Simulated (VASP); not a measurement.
A run of VASP 6.6.1:

File INCAR:

```
SYSTEM = LaLuF2
ALGO     = Normal         ! electronic algorithm
EDIFF    = 1E-7           ! SCF threshold, eV
ENCUT    = 520            ! plane-wave cutoff, eV
GGA      = PE             ! functional
ISIF     = 2              ! what is computed and relaxed
ISMEAR   = 0              ! smearing method
LASPH    = .TRUE.         ! aspherical terms in the spheres
LCHARG   = .TRUE.         ! write CHGCAR
LELF     = .TRUE.         ! ELF
LREAL    = .FALSE.        ! projectors in reciprocal space
LVHAR    = .TRUE.       
LWAVE    = .FALSE.        ! write WAVECAR
NBANDS   = 33             ! bands
NELM     = 80             ! most SCF steps
PREC     = Accurate       ! precision mode
SIGMA    = 0.1            ! smearing width, eV
```

Contents of KPOINTS:

```
k-points
0
G
  4 4 4
  0 0 0
```

The input POSCAR:

```
LaLuF2
1.0
    3.7492417900      0.0000000000      0.0000000000
    0.0000000000      3.7492417900      0.0000000000
    0.0000000000      0.0000000000      5.5759859400
La Lu F
1 1 2
Direct
    0.5000000000      0.5000000000      0.0000000000
    0.5000000000      0.5000000000      0.5000000000
    0.0000000000      0.0000000000      0.0000000000
    0.0000000000      0.0000000000      0.5000000000
```

Potentials or basis: VASP PAW PBE potentials, release 64 (La, Lu, F).

The run is started by

```bash
$ cat potpaw_PBE.64/La/POTCAR potpaw_PBE.64/Lu/POTCAR potpaw_PBE.64/F/POTCAR > POTCAR
$ mpirun -np 1 vasp_std > vasp.out
```

Hardware: 1 thread of AMD EPYC 7R43 64-Core Processor (Zen 3) (shared host).

Task: Estimate the wall time of this run.

Result: It took 59 s on 1 thread of AMD EPYC 7R43 64-Core Processor (Zen 3), with other jobs on the host, peak memory 0.18 GiB. Counts: scf iterations 18, k points 18.
